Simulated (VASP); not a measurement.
# Cu in VASP: a series of runs, part 2 of 3

VASP 6.6.1. The steps go on from the part before.

**3. Single point, PBE (strain -0.050 along x and y, -0.025 along z)**

INCAR reads:

```
SYSTEM = Cu
PREC     = Accurate       ! precision mode
ENCUT    = 520            ! plane-wave cutoff, eV
EDIFF    = 1E-6           ! SCF threshold, eV
ISMEAR   = 0              ! smearing method
SIGMA    = 0.15           ! smearing width, eV
LREAL    = .False.        ! projectors in reciprocal space
LASPH    = .True.         ! aspherical terms in the spheres
NELM     = 80             ! most SCF steps
ALGO     = Normal         ! electronic algorithm
ISIF     = 2              ! what is computed and relaxed
LWAVE    = .False.        ! write WAVECAR
LCHARG   = .False.        ! write CHGCAR
GGA      = PE             ! functional
NBANDS   = 12             ! bands
```

KPOINTS reads:

```
Automatic mesh
0
Gamma
  22 22 22
  0 0 0
```

POSCAR reads:

```
Cu
1.0
    0.0000000000      1.7171250000      1.7623125000
    1.7171250000      0.0000000000      1.7623125000
    1.7171250000      1.7171250000      0.0000000000
Cu
1
Direct
    0.0000000000      0.0000000000      0.0000000000
```

Potentials or basis: VASP PAW PBE potentials, release 64 (Cu).

Launch:

```bash
$ cat potpaw_PBE.64/Cu/POTCAR > POTCAR
$ mpirun -np 1 vasp_std > vasp.out
```

OUTCAR:

```text
SYSTEM = Cu
   PREC = Accurate
   ENCUT = 520
   EDIFF = 1E-6
   ISMEAR = 0
   LREAL = .False.
   LASPH = .True.
   NELM = 80
   ISIF = 2
   GGA = PE

 ion  position               nearest neighbor table
   1  0.000  0.000  0.000-

  LATTYP: Found a body centered tetragonal cell.
 ALAT       =     2.4283814633
 C/A-ratio  =     1.4514297088

  Lattice vectors:

 A1 = (  -1.7171250000,   0.0000000000,   1.7623125000)
 A2 = (   1.7171250000,   0.0000000000,   1.7623125000)
 A3 = (   0.0000000000,   1.7171250000,  -1.7623125000)

Analysis of symmetry for initial positions (statically):
=====================================================================
 Subroutine PRICEL returns:
 Original cell was already a primitive cell.

 Routine SETGRP: Setting up the symmetry group for a
 body centered tetragonal supercell.

 Subroutine GETGRP returns: Found 16 space group operations
 (whereof 16 operations were pure point group operations)
 out of a pool of 16 trial point group operations.

The static configuration has the point symmetry D_4h.

Analysis of symmetry for dynamics (positions and initial velocities):
=====================================================================
 Subroutine PRICEL returns:
 Original cell was already a primitive cell.

 Routine SETGRP: Setting up the symmetry group for a
 body centered tetragonal supercell.

 Subroutine GETGRP returns: Found 16 space group operations
 (whereof 16 operations were pure point group operations)
 out of a pool of 16 trial point group operations.

The dynamic configuration has the point symmetry D_4h.

 Subroutine INISYM returns: Found 16 space group operations
 (whereof 16 operations are pure point group operations),
 and found     1 'primitive' translations

----------------------------------------------------------------------------------------

                                     Primitive cell

  volume of cell :      10.3924

  direct lattice vectors                    reciprocal lattice vectors
     0.000000000  1.717125000  1.762312500    -0.291184393  0.291184393  0.283718126
     1.717125000  0.000000000  1.762312500     0.291184393 -0.291184393  0.283718126
     1.717125000  1.717125000  0.000000000     0.291184393  0.291184393 -0.283718126

  length of vectors
     2.460541325  2.460541325  2.428381463     0.500072671  0.500072671  0.500072671

  position of ions in fractional coordinates (direct lattice)
     0.000000000  0.000000000  0.000000000

  ion indices of the primitive-cell ions
   primitive index   ion index
                 1           1

----------------------------------------------------------------------------------------

 KPOINTS: Automatic mesh

Automatic generation of k-mesh.
 Grid dimensions read from file:
 generate k-points for:   22   22   22

 Generating k-lattice:

  Cartesian coordinates                     Fractional coordinates (reciprocal lattice)
    -0.013235654  0.013235654  0.012896278     0.045454545 -0.000000000  0.000000000
     0.013235654 -0.013235654  0.012896278    -0.000000000  0.045454545  0.000000000
     0.013235654  0.013235654 -0.012896278     0.000000000  0.000000000  0.045454545

  Length of vectors
     0.022730576  0.022730576  0.022730576

  Shift w.r.t. Gamma in fractional coordinates (k-lattice)
     0.000000000  0.000000000  0.000000000

 Subroutine IBZKPT returns following result:
 ===========================================

 Found    834 irreducible k-points:

 Following reciprocal coordinates:
            Coordinates               Weight
  0.000000  0.000000  0.000000      1.000000
  0.045455  0.000000  0.000000      8.000000
  0.090909  0.000000  0.000000      8.000000
  0.136364  0.000000  0.000000      8.000000
  0.181818  0.000000  0.000000      8.000000
  0.227273 -0.000000  0.000000      8.000000
[... 16 lines left out ...]
  0.500000  0.045455  0.000000      8.000000
 -0.454545  0.045455  0.000000      8.000000
 [... further k-points ...]
   k-points           NKPTS =    834   k-points in BZ     NKDIM =    834   number of bands    NBANDS=     12
   number of dos      NEDOS =    301   number of ions     NIONS =      1
   total plane-waves  NPLWV =   5832
   dimension x,y,z NGX =    18 NGY =   18 NGZ =   18
   dimension x,y,z NGXF=    36 NGYF=   36 NGZF=   36
   ions per type =               1
   NGX,Y,Z   is equivalent  to a cutoff of  12.16, 12.16, 12.32 a.u.
   NGXF,Y,Z  is equivalent  to a cutoff of  24.32, 24.32, 24.65 a.u.
 SYSTEM =  Cu
   PREC   = accura    normal or accurate (medium, high low for compatibility)
   ISTART =      0    job   : 0-new  1-cont  2-samecut
   ICHARG =      2    charge: 1-file 2-atom 10-const
   ISPIN  =      1    spin polarized calculation?
   LNONCOLLINEAR =      F non collinear calculations
   LSORBIT =      F    spin-orbit coupling
   LASPH  =      T    aspherical Exc in radial PAW
   ENCUT  =  520.0 eV  38.22 Ry    6.18 a.u.   4.57  4.57  4.52*2*pi/ulx,y,z
   NELM   =     80;   NELMIN=  2; NELMDL= -5     # of ELM steps
   EDIFF  = 0.1E-05   stopping-criterion for ELM
   LREAL  =      F    real-space projection
   EDIFFG = 0.1E-04   stopping-criterion for IOM
   NSW    =      0    number of steps for IOM
   IBRION =     -1    ionic relax: 0-MD 1-quasi-New 2-CG
   NFREE  =      0    steps in history (QN), initial steepest desc. (CG)
   ISIF   =      2    stress and relaxation
   ISYM   =      2    0-nonsym 1-usesym 2-fastsym
   POTIM  = 0.5000    time-step for ionic-motion
   TEBEG  =    0.0;   TEEND  =   0.0 temperature during run
   PSTRESS=    0.0 pullay stress
   NELECT =      11.0000    total number of electrons
   NUPDOWN=      -1.0000    fix difference up-down
   EMIN   =  10.00;   EMAX   =-10.00  energy-range for DOS
   EFERMI =   0.00;   METHOD = LEGACY
   ISMEAR =     0;   SIGMA  =   0.15  broadening in eV -4-tet -1-fermi 0-gaus
   EFERMI_NEDOS =   21; number of points for ismear=-14 and -15
   IALGO  =     38    algorithm
   IMIX   =      4    mixing-type and parameters
     AMIX     =   0.40;   BMIX     =  1.00
     AMIX_MAG =   1.60;   BMIX_MAG =  1.00
  volume/ion in A,a.u.               =      10.39        70.13
  Fermi-wavevector in a.u.,A,eV,Ry     =   1.668400  3.152819 37.872607  2.783558
  Thomas-Fermi vector in A             =   2.754254
   LORBIT       =      0    0 simple, 1 ext, 2 COOP (PROOUT), +10 PAW based schemes
   GGA     = PE    functional components
   LHFCALC =     F    Hartree Fock is set to
   AEXX    =    0.0000 exact exchange contribution
   IVDW    =     0    specifies the selected vdW correction
   LEPSILON=     F    determine dielectric tensor
   LRPA    =     F    only Hartree local field effects (RPA)
 non-spin polarized calculation
 Gauss-broadening in eV      SIGMA  =   0.15
  energy-cutoff  :      520.00
  volume of cell :       10.39
 maximum number of plane-waves:       296
   NGX =  9   NGY =  9   NGZ =  9

 number of electron      10.9999995 magnetization

 Free energy of the ion-electron system (eV)
  ---------------------------------------------------
  ext. energy  EPLUGINS =         0.00000000
  ---------------------------------------------------
  free energy    TOTEN  =        -3.60374645 eV

  energy without entropy =       -3.60104667  energy(sigma->0) =       -3.60239656

 E-fermi :   9.3181     XC(G=0): -13.4859

 val. band max:        9.3149845398   @ k =  -0.2273   0.2727   0.1364
 cond. band min:       9.3383876542   @ k =   0.5000   0.1364   0.3182
 fundamental gap:      0.0234031145
 Fermi energy:         9.3180621299

 k-point     1 :       0.0000    0.0000    0.0000
  band No.  band energies     occupation
      1      -1.0871      2.00000
      2       5.7314      2.00000
      3       5.8850      2.00000
      4       5.8850      2.00000
      5       6.7552      2.00000
      6       6.9101      2.00000
      7      32.9031      0.00000
      8      36.4109      0.00000
      9      36.6363      0.00000
     10      36.6363      0.00000
     11      39.2049      0.00000
     12      39.2049      0.00000
[... 331 lines left out ...]
 k-point    24 :      -0.4545    0.0455    0.0000
  band No.  band energies     occupation
      1       3.4625      2.00000
      2       5.6904      2.00000
      3       5.8926      2.00000
      4       7.0668      2.00000
      5       7.4628      2.00000
      6       8.2984      2.00000
      7      13.9970      0.00000
      8      30.2493      0.00000
      9      32.7334      0.00000
     10      33.6235      0.00000
     11      37.1017      0.00000
     12      37.1054      0.00000

 [... further k-points ...]

------------------------ aborting loop because EDIFF is reached ----------------------------------------

  FORCE on cell =-STRESS in cart. coord.  units (eV):
  Direction    XX          YY          ZZ          XY          YZ          ZX
  --------------------------------------------------------------------------------------
  -------------------------------------------------------------------------------------
  Total        1.9089916      1.9089916      1.7589939      0.0000000      0.0000000      0.0000000
  in kB      294.3051447    294.3051447    271.1803269      0.0000000      0.0000000      0.0000000
  external PRESSURE =     286.5968721 kB  Pullay stress =       0.0000000 kB

 VOLUME and BASIS-vectors are now :
 -----------------------------------------------------------------------------
  energy-cutoff  :      520.00
  volume of cell :       10.39
      direct lattice vectors                 reciprocal lattice vectors
     0.000000000  1.717125000  1.762312500    -0.291184393  0.291184393  0.283718126
     1.717125000  0.000000000  1.762312500     0.291184393 -0.291184393  0.283718126
     1.717125000  1.717125000  0.000000000     0.291184393  0.291184393 -0.283718126

 POSITION                                       TOTAL-FORCE (eV/Angst)
 -----------------------------------------------------------------------------------
      0.00000      0.00000      0.00000         0.000000     -0.000000      0.000000
 -----------------------------------------------------------------------------------
    total drift:                                0.000000     -0.000000      0.000000

  FREE ENERGIE OF THE ION-ELECTRON SYSTEM (eV)
  ---------------------------------------------------
  free  energy   TOTEN  =        -3.6037464517 eV

  energy  without entropy=       -3.6010466736  energy(sigma->0) =       -3.60239656
```

Wall time 2.5 min (1 thread of AMD EPYC 7R13, shared host); peak memory 0.17 GiB.

What came out:

```
Free energy            : -3.6037 eV
Pressure               : 28.7 GPa
Band gap on the k mesh : zero (an odd number of electrons rules out a gap without spin polarisation)
```

Caveat: the cell differs from its parent crystal (strain -0.050 along x and y, -0.025 along z); the cell stands under pressure.

[end of part 2 of 3]

The gap in the log of VASP goes by the Fermi energy; the results here count the filled bands.